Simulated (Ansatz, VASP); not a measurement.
## One calculation of SiNi, two programs

```
Si Ni
1.0
     4.61223    0.00000    0.00000
     0.00000    4.61223    0.00000
     0.00000    0.00000    4.61223
Si Ni
4 4
Direct
  0.65471 0.15471 0.34529
  0.15471 0.34529 0.65471
  0.34529 0.65471 0.15471
  0.84529 0.84529 0.84529
  0.35457 0.85457 0.64543
  0.85457 0.64543 0.35457
  0.64543 0.35457 0.85457
  0.14543 0.14543 0.14543
```

Alike in both runs: functional PBEsol; k mesh 8 × 8 × 8; occupations gaussian, width 0.1 eV; no spin polarisation.

Ansatz relaxed the structure, and its values are those at the end. VASP's run is a single point on that final structure, the one shown.

```csv
,VASP,Ansatz
version,VASP 6.6.1,Ansatz 0.2.0
potentials or method,"VASP PAW PBE potentials, release 64 (Si, Ni), cutoff 520 eV","scalar-relativistic, plane waves, PAW"
valence electrons in the cell,56,88
```

|  | VASP | Ansatz | Ansatz less VASP |
| --- | --- | --- | --- |
| gap on the k mesh at the Fermi level (eV) | none | none | - |
| pressure (GPa) | -14.9 | -15.1 | -0.22 |

VASP's potentials were made for PBE, not for PBEsol. A gap of «none» marks a metal or a gap that the smearing closes. VASP's potentials hold 56 valence electrons a cell and Ansatz's 88, so a difference there can come from the potentials and not from the codes. Ansatz's warnings: stress scf threshold loose.
